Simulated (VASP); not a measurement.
# InGa2N3 in VASP: further runs, part 2 of 2

VASP 6.6.1. Earlier steps stand in the parts before.

## Step 3: Relaxation of cell and atoms, PBEsol, target pressure 12 GPa, at which the enthalpy is minimised

This run uses another cell than the first one, of 11.81 Å³/atom.

INCAR reads:

```
SYSTEM = InGa2N3
ALGO     = Normal         ! electronic algorithm
EDIFF    = 1E-7           ! SCF threshold, eV
EDIFFG   = -0.008         ! ionic threshold
ENCUT    = 600            ! plane-wave cutoff, eV
GGA      = PS             ! functional
GGA_COMPAT= .FALSE.      
IBRION   = 2              ! ionic algorithm
ISIF     = 3              ! what is computed and relaxed
ISMEAR   = 0              ! smearing method
KPAR     = 4            
LASPH    = .TRUE.         ! aspherical terms in the spheres
LCHARG   = .FALSE.        ! write CHGCAR
LREAL    = .FALSE.        ! projectors in reciprocal space
LWAVE    = .FALSE.        ! write WAVECAR
NELM     = 120            ! most SCF steps
NELMIN   = 4            
NSW      = 70             ! ionic steps
PREC     = Accurate       ! precision mode
PSTRESS  = 120.0        
SIGMA    = 0.02           ! smearing width, eV
```

KPOINTS reads:

```
k-points
0
G
  6 6 6
  0 0 0
```

POSCAR reads:

```
InGa2N3
1.0
    4.8502258624     -2.7974460411      0.0000000000
    4.8502258624      2.7974460411      0.0000000000
    0.0000000000      0.0000000000      5.2237164769
In Ga N
2 4 6
Direct
    0.3250377240      0.6749622760      0.9896427447
    0.6749622760      0.3250377240      0.4896427447
    0.0069615892      0.3339608806      0.9926492226
    0.6660391194      0.9930384108      0.9926492226
    0.9930384108      0.6660391194      0.4926492226
    0.3339608806      0.0069615892      0.4926492226
    0.0267048510      0.3335814204      0.3588816490
    0.6664185796      0.9732951490      0.3588816490
    0.9732951490      0.6664185796      0.8588816490
    0.3335814204      0.0267048510      0.8588816490
    0.3078790802      0.6921209198      0.3952965118
    0.6921209198      0.3078790802      0.8952965118
```

Potentials or basis: VASP PAW PBE potentials, release 64 (In_d, Ga_d, N).

Started as:

```console
$ cat potpaw_PBE.64/In_d/POTCAR potpaw_PBE.64/Ga_d/POTCAR potpaw_PBE.64/N/POTCAR > POTCAR
$ mpirun -np 4 vasp_std > vasp.out
```

Wall time 8.1 min (4 MPI ranks of AMD EPYC 9R45 (Zen 5), shared host); peak memory 0.63 GiB.

It converged, with:

* Free energy: -75.2420 eV
* Relaxed volume: 11.82 Å³/atom
* Relaxed cell: a = 5.601 Å, b = 5.601 Å, c = 5.223 Å, α = 90.00°, β = 90.00°, γ = 59.94°
* Space group after relaxing (to 0.1 Å): Cmc2_1 (No. 36)
* Energy change on relaxing (the run minimises the enthalpy): -0.5 meV/atom
* Ionic steps: 6
* Pressure after relaxing: 12.0 GPa
* Largest force after relaxing: 0.005 eV/Å
* Band gap on the k mesh: 1.31 eV

Forces in eV/Å, atoms in the order of the input:
```
In   0.000  0.001 -0.002
In   0.000 -0.001 -0.002
Ga  -0.003  0.003  0.001
Ga   0.003  0.003  0.001
Ga   0.003 -0.003  0.001
Ga  -0.003 -0.003  0.001
N   -0.001 -0.002  0.000
N    0.001 -0.002  0.000
N    0.001  0.002  0.000
N   -0.001  0.002  0.000
N    0.000 -0.005  0.001
N    0.000  0.005  0.001
```

Step by step:
```
step  energy change (eV)  largest force (eV/Å)  pressure (GPa)  volume (Å³)
   1              0.0000                0.0736           12.10       141.75
   2             -0.0125                0.0217           11.86       141.91
   3             -0.0132                0.0215           11.84       141.92
   4              0.0020                0.0151           12.11       141.72
   5             -0.0040                0.0128           12.03       141.79
   6             -0.0058                0.0050           11.99       141.82
```

Final structure:
```
In Ga N
1.0
     4.85224   -2.79808    0.00000
     4.85224    2.79808    0.00000
     0.00000    0.00000    5.22273
In Ga N
2 4 6
Direct
  0.32476 0.67524 0.98924
  0.67524 0.32476 0.48924
  0.00711 0.33404 0.99275
  0.66596 0.99289 0.99275
  0.99289 0.66596 0.49275
  0.33404 0.00711 0.49275
  0.02739 0.33356 0.35861
  0.66644 0.97261 0.35861
  0.97261 0.66644 0.85861
  0.33356 0.02739 0.85861
  0.30740 0.69260 0.39605
  0.69260 0.30740 0.89605
```

Levels at points of the mesh, in eV from the valence-band top:
```csv
k point,band 52,band 53,band 54,band 55,band 56,band 57
"(0.00, 0.00, 0.00)",-0.06,0.00,0.00,1.31,3.85,5.04
"(0.50, 0.00, 0.00)",-0.93,-0.92,-0.85,3.97,4.24,5.13
"(0.50, 0.50, 0.00)",-0.93,-0.86,-0.73,3.83,4.59,4.69
"(0.00, 0.00, 0.50)",-0.54,-0.53,-0.53,3.67,3.67,6.08
"(0.50, 0.00, 0.50)",-1.60,-1.30,-1.30,4.07,4.07,5.02
"(0.50, 0.50, 0.50)",-1.58,-1.39,-1.39,4.18,4.18,5.02
```

Caveat: the cell is relaxed towards a set pressure, so the run minimises the enthalpy, not the energy; the PAW data sets were made with another functional, which shifts forces and pressure a little; spin-orbit coupling is left out, which moves the levels of the heavy elements.

## Step 4: Single point, PBEsol

This run uses another cell than the first one, of 12.66 Å³/atom.

INCAR reads:

```
SYSTEM = InGa2N3
PREC = Accurate ; ENCUT = 600
EDIFF = 1E-6 ; ISMEAR = 0
SIGMA = 0.02 ; LREAL = .False.
LASPH = .True. ; NELM = 120
ALGO = Normal ; ISIF = 2
LWAVE = .False. ; LCHARG = .False.
GGA = PS ; NBANDS = 66
GGA_COMPAT = .False.
```

KPOINTS reads:

```
Automatic mesh
0
Gamma
  6 6 6
  0 0 0
```

POSCAR reads:

```
InGa2N3
1.0
    4.9625999118     -2.8626292779      0.0000000000
    4.9625999118      2.8626292779      0.0000000000
    0.0000000000      0.0000000000      5.3470386503
In Ga N
2 4 6
Direct
    0.3252881928      0.6747118072      0.9898214498
    0.6747118072      0.3252881928      0.4898214498
    0.0069985074      0.3338538326      0.9926306187
    0.6661461674      0.9930014926      0.9926306187
    0.9930014926      0.6661461674      0.4926306187
    0.3338538326      0.0069985074      0.4926306187
    0.0263708422      0.3336585595      0.3589765661
    0.6663414405      0.9736291578      0.3589765661
    0.9736291578      0.6663414405      0.8589765661
    0.3336585595      0.0263708422      0.8589765661
    0.3079212692      0.6920787308      0.3949651804
    0.6920787308      0.3079212692      0.8949651804
```

Started as:

```console
$ cat potpaw_PBE.64/In_d/POTCAR potpaw_PBE.64/Ga_d/POTCAR potpaw_PBE.64/N/POTCAR > POTCAR
$ mpirun -np 1 vasp_std > vasp.out
```

Run time: 14 min. Hardware: 1 thread of Intel Xeon Platinum 8259CL at 2.50GHz (Skylake/Cascade Lake), shared host; peak memory 0.66 GiB.

The run converged. Its results:

- Free energy: -75.5716 eV
- Pressure: -1.2 GPa
- Largest force: 0.038 eV/Å
- Band gap on the k mesh: 0.97 eV

Forces in eV/Å, atoms in the order of the input:
```
In   0.000 -0.002 -0.002
In   0.000  0.002 -0.002
Ga  -0.002  0.001 -0.002
Ga   0.002  0.001 -0.002
Ga   0.002 -0.001 -0.002
Ga  -0.002 -0.001 -0.002
N    0.025 -0.014 -0.008
N   -0.025 -0.014 -0.008
N   -0.025  0.014 -0.008
N    0.025  0.014 -0.008
N    0.000  0.031  0.022
N    0.000 -0.031  0.022
```

Levels at points of the mesh, in eV from the valence-band top:
| k point | band 50 | band 51 | band 52 | band 53 | band 54 | band 55 | band 56 | band 57 | band 58 | band 59 |
| --- | --- | --- | --- | --- | --- | --- | --- | --- | --- | --- |
| (0.00, 0.00, 0.00) | -0.95 | -0.93 | -0.04 | 0.00 | 0.00 | 0.97 | 3.50 | 5.04 | 5.09 | 6.38 |
| (0.50, 0.00, 0.00) | -1.07 | -0.92 | -0.85 | -0.83 | -0.77 | 3.69 | 3.95 | 4.89 | 5.11 | 5.68 |
| (0.50, 0.50, 0.00) | -1.12 | -1.02 | -0.82 | -0.79 | -0.67 | 3.58 | 4.24 | 4.40 | 5.08 | 5.69 |
| (0.00, 0.00, 0.50) | -1.02 | -0.49 | -0.49 | -0.48 | -0.48 | 3.35 | 3.35 | 5.72 | 5.72 | 6.06 |
| (0.50, 0.00, 0.50) | -1.76 | -1.46 | -1.46 | -1.20 | -1.20 | 3.88 | 3.88 | 4.79 | 4.79 | 5.13 |
| (0.50, 0.50, 0.50) | -1.77 | -1.44 | -1.44 | -1.29 | -1.29 | 3.98 | 3.98 | 4.73 | 4.73 | 5.10 |

Caveat: the PAW data sets were made with another functional, which shifts forces and pressure a little; spin-orbit coupling is left out, which moves the levels of the heavy elements.

## Step 5: Single point, PBEsol

This run uses another cell than the first one, of 12.30 Å³/atom.

INCAR is that of step 4.

KPOINTS is that of step 4.

POSCAR reads:

```
InGa2N3
1.0
    4.9164566467     -2.8356457148      0.0000000000
    4.9164566467      2.8356457148      0.0000000000
    0.0000000000      0.0000000000      5.2950473487
In Ga N
2 4 6
Direct
    0.3250377240      0.6749622760      0.9896427447
    0.6749622760      0.3250377240      0.4896427447
    0.0069615892      0.3339608806      0.9926492226
    0.6660391194      0.9930384108      0.9926492226
    0.9930384108      0.6660391194      0.4926492226
    0.3339608806      0.0069615892      0.4926492226
    0.0267048510      0.3335814204      0.3588816490
    0.6664185796      0.9732951490      0.3588816490
    0.9732951490      0.6664185796      0.8588816490
    0.3335814204      0.0267048510      0.8588816490
    0.3078790802      0.6921209198      0.3952965118
    0.6921209198      0.3078790802      0.8952965118
```

Started as:

```console
$ cat potpaw_PBE.64/In_d/POTCAR potpaw_PBE.64/Ga_d/POTCAR potpaw_PBE.64/N/POTCAR > POTCAR
$ mpirun -np 1 vasp_std > vasp.out
```

It took 16 min on 1 thread of Oxide Virtual Turin-like, shared host; peak memory 0.6 GiB.

The run converged. Its results:

- Free energy: -75.5322 eV
- Pressure: 3.8 GPa
- Largest force: 0.038 eV/Å
- Band gap on the k mesh: 1.12 eV

Forces in eV/Å, atoms in the order of the input:
```
In   0.000 -0.002 -0.006
In   0.000  0.002 -0.006
Ga   0.000  0.001  0.002
Ga   0.000  0.001  0.002
Ga   0.000 -0.001  0.002
Ga   0.000 -0.001  0.002
N    0.024 -0.014 -0.011
N   -0.024 -0.014 -0.011
N   -0.024  0.014 -0.011
N    0.024  0.014 -0.011
N    0.000  0.029  0.024
N    0.000 -0.029  0.024
```

Levels at points of the mesh, in eV from the valence-band top:
| k point | band 51 | band 52 | band 53 | band 54 | band 55 | band 56 | band 57 | band 58 |
| --- | --- | --- | --- | --- | --- | --- | --- | --- |
| (0.00, 0.00, 0.00) | -0.97 | -0.05 | 0.00 | 0.00 | 1.12 | 3.65 | 5.04 | 5.09 |
| (0.50, 0.00, 0.00) | -0.95 | -0.88 | -0.87 | -0.80 | 3.81 | 4.07 | 4.99 | 5.28 |
| (0.50, 0.50, 0.00) | -1.07 | -0.87 | -0.82 | -0.70 | 3.69 | 4.39 | 4.53 | 5.17 |
| (0.00, 0.00, 0.50) | -0.51 | -0.51 | -0.50 | -0.50 | 3.49 | 3.49 | 5.87 | 5.87 |
| (0.50, 0.00, 0.50) | -1.52 | -1.52 | -1.24 | -1.24 | 3.96 | 3.96 | 4.89 | 4.89 |
| (0.50, 0.50, 0.50) | -1.50 | -1.50 | -1.33 | -1.33 | 4.07 | 4.07 | 4.85 | 4.85 |

Caveat: the cell stands under pressure; the PAW data sets were made with another functional, which shifts forces and pressure a little; spin-orbit coupling is left out, which moves the levels of the heavy elements.

## Step 6: Single point, PBEsol

This run uses another cell than the first one, of 12.47 Å³/atom.

INCAR reads:

```
  PREC = Accurate
  ENCUT = 520
  EDIFF = 1E-6
  ISMEAR = 0
  SIGMA = 0.02
  LREAL = F
  LASPH = T
  NELM = 100
  ALGO = Normal
  ISIF = 2
  LWAVE = F
  LCHARG = F
  GGA = PS
  NBANDS = 66
```

KPOINTS reads:

```
Automatic mesh
0
Gamma
  6 6 6
```

POSCAR reads:

```
InGa2N3
1.0
    4.8557965147     -2.7965318325      0.0000000000
    4.9253532246      2.9169605900      0.0000000000
    0.0000000000      0.0000000000      5.3554958628
In Ga N
2 4 6
Direct
    0.3269127234      0.6750419902      0.9913772727
    0.6730872766      0.3249580098      0.4913772727
    0.0075874924      0.3341786356      0.9933347173
    0.6669717596      0.9928363328      0.9932476109
    0.9924125076      0.6658213644      0.4933347173
    0.3330282404      0.0071636672      0.4932476109
    0.0289873255      0.3339895388      0.3580018988
    0.6692320952      0.9733578723      0.3578154041
    0.9710126745      0.6660104612      0.8580018988
    0.3307679048      0.0266421277      0.8578154041
    0.3108202140      0.6921368387      0.3942240963
    0.6891797860      0.3078631613      0.8942240963
```

Potentials or basis: VASP PAW PBE potentials, release 64 (In_d, Ga_d, N).

Started as:

```console
$ cat potpaw_PBE.64/In_d/POTCAR potpaw_PBE.64/Ga_d/POTCAR potpaw_PBE.64/N/POTCAR > POTCAR
$ mpirun -np 1 vasp_std > vasp.out
```

OUTCAR:

```text
PREC = Accurate
   ENCUT = 520
   EDIFF = 1E-6
   ISMEAR = 0
   LREAL = F
   LASPH = T
   NELM = 100
   ISIF = 2
   GGA = PS

 ion  position               nearest neighbor table
   1  0.327  0.675  0.991-   9 2.14  10 2.15  12 2.15  11 2.16   4 3.22   4 3.22   3 3.23   5 3.28
                             6 3.29   3 3.29   5 3.29   6 3.30   3 3.32   2 3.34   2 3.34   4 3.40
   2  0.673  0.325  0.491-   7 2.14   8 2.15  11 2.15  12 2.16   6 3.22   6 3.22   5 3.23   3 3.28
                             4 3.29   5 3.29   3 3.29   4 3.30   5 3.32   1 3.34   1 3.34   6 3.40
[... 1899 lines left out ...]
 VOLUME and BASIS-vectors are now :
 -----------------------------------------------------------------------------
  energy-cutoff  :      520.00
  volume of cell :      149.62
      direct lattice vectors                 reciprocal lattice vectors
     4.855796515 -2.796531832  0.000000000     0.104408077 -0.176295374  0.000000000
     4.925353225  2.916960590  0.000000000     0.100097516  0.173805699  0.000000000
     0.000000000  0.000000000  5.355495863     0.000000000  0.000000000  0.186724073

 POSITION                                       TOTAL-FORCE (eV/Angst)
 -----------------------------------------------------------------------------------
      4.91224      1.05485      5.30932         0.001408     -0.001851     -0.001807
      4.86891     -0.93442      2.63157        -0.001408      0.001851     -0.001807
      1.68279      0.95357      5.31980        -0.002688      0.000952     -0.002204
      8.12875      1.03086      5.31933         0.001432      0.001763     -0.002108
      8.09836     -0.83314      2.64205         0.002688     -0.000952     -0.002204
      1.65240     -0.91043      2.64159        -0.001432     -0.001763     -0.002108
      1.78577      0.89317      1.91728         0.022641     -0.011927     -0.007316
      8.04379      0.96772      1.91628        -0.023028     -0.011532     -0.007321
      7.99538     -0.77274      4.59503        -0.022641      0.011927     -0.007316
      1.73736     -0.84729      4.59403         0.023028      0.011532     -0.007321
      4.91830      1.14972      2.11127         0.000444      0.028079      0.020757
      4.86285     -1.02929      4.78901        -0.000444     -0.028079      0.020757
 -----------------------------------------------------------------------------------
    total drift:                                0.000000      0.000001     -0.002353

  FREE ENERGIE OF THE ION-ELECTRON SYSTEM (eV)
  ---------------------------------------------------
  free  energy   TOTEN  =       -75.5191256991 eV

  energy  without entropy=      -75.5191256991  energy(sigma->0) =      -75.51912570
```

OSZICAR:

```text
N       E                     dE             d eps       ncg     rms          rms(c)
DAV:   1     0.142348820495E+04    0.14235E+04   -0.47325E+04 11464   0.283E+03
DAV:   2     0.267967376422E+03   -0.11555E+04   -0.10984E+04 10600   0.785E+02
DAV:   3    -0.490564202154E+02   -0.31702E+03   -0.30261E+03 11960   0.283E+02
DAV:   4    -0.853273357869E+02   -0.36271E+02   -0.35686E+02 13766   0.958E+01
DAV:   5    -0.870460523221E+02   -0.17187E+01   -0.17067E+01 15000   0.221E+01    0.205E+01
DAV:   6    -0.751714045781E+02    0.11875E+02   -0.38151E+01 18866   0.591E+01    0.127E+01
DAV:   7    -0.756646208156E+02   -0.49322E+00   -0.72934E+00 12238   0.121E+01    0.486E+00
DAV:   8    -0.755576643608E+02    0.10696E+00   -0.44503E-01 15798   0.606E+00    0.299E+00
DAV:   9    -0.755181292921E+02    0.39535E-01   -0.10758E-01 19040   0.478E+00    0.490E-01
DAV:  10    -0.755189308805E+02   -0.80159E-03   -0.22539E-02 14396   0.138E+00    0.444E-01
DAV:  11    -0.755189818846E+02   -0.51004E-04   -0.31894E-03 17320   0.579E-01    0.264E-01
DAV:  12    -0.755190959773E+02   -0.11409E-03   -0.73008E-04 16602   0.277E-01    0.985E-02
DAV:  13    -0.755191295372E+02   -0.33560E-04   -0.21818E-04 15176   0.258E-01    0.515E-02
DAV:  14    -0.755191284260E+02    0.11112E-05   -0.79786E-05 14950   0.154E-01    0.299E-02
DAV:  15    -0.755191262396E+02    0.21863E-05   -0.12547E-05 12984   0.592E-02    0.159E-02
DAV:  16    -0.755191256991E+02    0.54056E-06   -0.85821E-06 14780   0.369E-02
   1 F= -.75519126E+02 E0= -.75519126E+02  d E =-.142178E-27
```

stdout:

```text
POSCAR found type information on POSCAR InGaN
 POSCAR found :  3 types and      12 ions
 scaLAPACK will be used
 -----------------------------------------------------------------------------
|                                                                             |
|                                                                             |
|     You enforced a specific xc type in the INCAR file but a different       |
|     I HOPE YOU KNOW WHAT YOU ARE DOING!                                     |
|                                                                             |
 -----------------------------------------------------------------------------

 LDA part: xc-table for (Slater+PW92), standard interpolation
 POSCAR, INCAR and KPOINTS ok, starting setup
 FFT: planning ... GRIDC
 FFT: planning ... GRID_SOFT
 FFT: planning ... GRID
 WAVECAR not read
 entering main loop
```

It took 27 min on 1 thread of Oxide Virtual Turin-like, shared host; peak memory 0.66 GiB.

Results:

```yaml
Free_energy: -75.5191 eV
Pressure: 1.5 GPa
Largest_force: 0.035 eV/Å
Band_gap_on_the_k_mesh: 0.94 eV
```

Forces on the atoms (eV/Å):
```
In   0.001 -0.002 -0.002
In  -0.001  0.002 -0.002
Ga  -0.003  0.001 -0.002
Ga   0.001  0.002 -0.002
Ga   0.003 -0.001 -0.002
Ga  -0.001 -0.002 -0.002
N    0.023 -0.012 -0.007
N   -0.023 -0.012 -0.007
N   -0.023  0.012 -0.007
N    0.023  0.012 -0.007
N    0.000  0.028  0.021
N    0.000 -0.028  0.021
```

Levels at points of the mesh, in eV from the valence-band top:
| k point | band 51 | band 52 | band 53 | band 54 | band 55 | band 56 | band 57 | band 58 |
| --- | --- | --- | --- | --- | --- | --- | --- | --- |
| (0.00, 0.00, 0.00) | -0.90 | -0.17 | -0.14 | 0.00 | 0.94 | 3.56 | 4.89 | 4.92 |
| (0.50, 0.00, 0.00) | -1.05 | -0.96 | -0.93 | -0.83 | 3.67 | 3.92 | 5.05 | 5.16 |
| (0.00, 0.50, 0.00) | -1.01 | -1.00 | -0.93 | -0.92 | 3.62 | 3.86 | 4.68 | 4.91 |
| (0.50, 0.50, 0.00) | -1.14 | -0.93 | -0.91 | -0.74 | 3.58 | 4.16 | 4.42 | 5.19 |
| (0.00, 0.00, 0.50) | -0.65 | -0.65 | -0.47 | -0.47 | 3.34 | 3.34 | 5.63 | 5.63 |
| (0.50, 0.00, 0.50) | -1.54 | -1.54 | -1.33 | -1.33 | 3.84 | 3.84 | 4.69 | 4.69 |
| (0.00, 0.50, 0.50) | -1.60 | -1.60 | -1.36 | -1.36 | 3.75 | 3.75 | 4.76 | 4.76 |
| (0.50, 0.50, 0.50) | -1.51 | -1.51 | -1.43 | -1.43 | 3.92 | 3.92 | 4.69 | 4.69 |

Caveat: the PAW data sets were made with another functional, which shifts forces and pressure a little; spin-orbit coupling is left out, which moves the levels of the heavy elements.

## Step 7: Overview

| task | cell | cutoff (eV) | gap on the mesh (eV) | pressure (GPa) | largest force (eV/Å) |
| --- | --- | --- | --- | --- | --- |
| relaxation of cell and atoms | relaxed to -1 GPa from a = 5.736, b = 5.736, c = 5.353 Å, angles 90.0, 90.0, 60.0°, 12 atoms, atomic positions A | 600 | 0.98 | -1.0 | 0.01 |
| relaxation of cell and atoms | relaxed to 12 GPa from a = 5.599, b = 5.599, c = 5.224 Å, angles 90.0, 90.0, 59.9°, 12 atoms, atomic positions B | 600 | 1.31 | 12.0 | 0.01 |
| single point | a = 5.729, b = 5.729, c = 5.347 Å, angles 90.0, 90.0, 60.0°, 12 atoms, atomic positions C | 600 | 0.97 | -1.2 | 0.04 |
| single point | a = 5.676, b = 5.676, c = 5.295 Å, angles 90.0, 90.0, 59.9°, 12 atoms, atomic positions B | 600 | 1.12 | 3.8 | 0.04 |
| single point | a = 5.604, b = 5.724, c = 5.355 Å, angles 90.0, 90.0, 60.6°, 12 atoms, atomic positions D | 520 | 0.94 | 1.5 | 0.03 |

Alike in all rows: level PBEsol; potentials or basis VASP PAW PBE potentials, release 64 (In_d, Ga_d, N); no spin polarisation; k mesh 6 × 6 × 6; smearing gaussian 0.02 eV.

Caveats: the PAW data sets were made with another functional, which shifts forces and pressure a little; spin-orbit coupling is left out, which moves the levels of the heavy elements; the cell is relaxed towards a set pressure, so the run minimises the enthalpy, not the energy (at least some runs); the cell stands under pressure (at least some runs).

Total energies depend on the potentials used, so only differences within one code and one set of settings carry meaning.
